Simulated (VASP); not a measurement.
Input of a VASP 6.6.1 run:

File INCAR:

```
ALGO = Normal
EDIFF = 1E-6
EDIFFG = -0.04
ENCUT = 600
GGA = PE
IBRION = 2
ISIF = 3
ISMEAR = 0
LASPH = True
LCHARG = False
LREAL = False
LWAVE = False
NELM = 80
NSW = 90
PREC = Accurate
SIGMA = 0.1
```

Contents of KPOINTS:

```
k-points
0
Gamma
  4 4 4
```

POSCAR

```
BAuCl3
1.0
    4.5984956778      0.0000000000      0.0000000000
    0.0000000000      4.5984956778      0.0000000000
    0.0000000000      0.0000000000      4.5984956778
B Au Cl
1 1 3
Direct
    0.0000000000      0.0000000000      0.0000000000
    0.5000000000      0.5000000000      0.5000000000
    0.0000000000      0.5000000000      0.5000000000
    0.5000000000      0.0000000000      0.5000000000
    0.5000000000      0.5000000000      0.0000000000
```

Potentials or basis: VASP PAW PBE potentials, release 64 (B, Au, Cl).

Launch:

```console
$ cat potpaw_PBE.64/B/POTCAR potpaw_PBE.64/Au/POTCAR potpaw_PBE.64/Cl/POTCAR > POTCAR
$ mpirun -np 1 vasp_std > vasp.out
```

Task: Estimate the space group after relaxing (to 0.05 Å).

Result: Pm-3m (No. 221).

Task: What does it give for the relaxed volume?

Result: 25.55 Å³/atom.

Task: Predict the relaxed cell.

Result: a = 5.036 Å, b = 5.036 Å, c = 5.036 Å, α = 90.00°, β = 90.00°, γ = 90.00°.

Step by step:
| step | energy change (eV) | largest force (eV/Å) | pressure (GPa) | volume (Å³) |
| --- | --- | --- | --- | --- |
| 1 | 0.0000 | 0.0000 | 21.23 | 97.24 |
| 2 | -1.4415 | 0.0000 | -2.64 | 138.20 |
| 3 | -1.5357 | 0.0000 | 0.31 | 126.64 |
| 4 | -1.5365 | 0.0000 | -0.06 | 127.73 |

Caveat: the volume moved by over 15 % at a fixed basis, so the end points are rough; an odd number of electrons without spin polarisation forces a metal; a magnetic or distorted state may lie lower.
